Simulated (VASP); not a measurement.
## MoRu2: relaxation of shape and atoms at fixed volume with PBE

The system is MoRu2.

```xyz
6
Lattice="4.5762 0.0000 0.0000 -2.2881 3.9631 0.0000 0.0000 0.0000 4.2013" Properties=species:S:1:pos:R:3 pbc="T T T"
Mo    2.2881    1.3210    0.0000
Mo    0.0000    2.6420    0.0000
Ru    0.0000    0.0000    0.0000
Ru   -0.7578    1.3125    2.1006
Ru    1.5303    2.6506    2.1006
Ru    1.5155    0.0000    2.1006
```

```yaml
Program: VASP 6.6.1
Task: relaxation of shape and atoms at fixed volume
Functional: PBE
Potentials_or_basis: VASP PAW PBE potentials, release 64 (Mo_sv, Ru_pv)
Cutoff: 500 eV
k_mesh: 12 × 12 × 8
Occupations: gaussian, width 0.1 eV
Spin: no spin polarisation
Dipole_correction: no
Further_INCAR_settings: ALGO = Normal; EDIFF = 1e-07; IBRION = 2; EDIFFG = -0.01; NSW = 50; ISIF = 4
```

* Energy gained by relaxing: 0.0 meV/atom
* Ionic steps: 3
* Pressure after relaxing: 49.8 GPa
* Band gap on the k mesh: zero (bands 42 and 43 overlap by 1.06 eV)

Forces in eV/Å, atoms in the order of the input:
```
Mo   0.000  0.000  0.000
Mo   0.000  0.000  0.000
Ru   0.000  0.000  0.000
Ru  -0.001  0.002  0.000
Ru  -0.001 -0.002  0.000
Ru   0.003  0.000  0.000
```

Step by step:
| step | energy change (eV) | largest force (eV/Å) | pressure (GPa) | volume (Å³) |
| --- | --- | --- | --- | --- |
| 1 | 0.0000 | 0.0132 | 49.77 | 76.19 |
| 2 | 0.0000 | 0.0082 | 49.74 | 76.19 |
| 3 | -0.0001 | 0.0027 | 49.76 | 76.19 |

Final structure:
```
Mo Ru
1.0
     4.57448    0.00000    0.00000
    -2.28724    3.96161    0.00000
     0.00000    0.00000    4.20435
Mo Ru
2 4
Cartesian
  2.2872 1.3205 0.0000
  0.0000 2.6411 0.0000
  0.0000 0.0000 0.0000
  -0.7576 1.3123 2.1022
  1.5296 2.6493 2.1022
  1.5153 0.0000 2.1022
```

Levels at points of the mesh, in eV from the Fermi level:
| k point | band 38 | band 39 | band 40 | band 41 | band 42 | band 43 | band 44 | band 45 | band 46 | band 47 |
| --- | --- | --- | --- | --- | --- | --- | --- | --- | --- | --- |
| (0.00, 0.00, 0.00) | -1.38 | -1.38 | -0.79 | -0.79 | -0.15 | -0.15 | 1.88 | 1.96 | 2.10 | 2.10 |
| (0.50, 0.00, 0.00) | -1.23 | -1.11 | -0.85 | -0.68 | -0.33 | 0.11 | 0.41 | 0.55 | 1.71 | 2.08 |
| (0.00, 0.00, 0.50) | -2.10 | -1.60 | -1.60 | -0.71 | -0.71 | -0.35 | -0.35 | 1.30 | 1.30 | 1.87 |
| (0.50, 0.00, 0.50) | -1.04 | -0.96 | -0.91 | -0.42 | 0.19 | 0.88 | 1.71 | 1.72 | 2.12 | 2.16 |

Wall time 5.7 min on 1 thread of Intel(R) Xeon(R) 6975P-C (Granite Rapids) (shared host), peak memory 0.39 GiB.
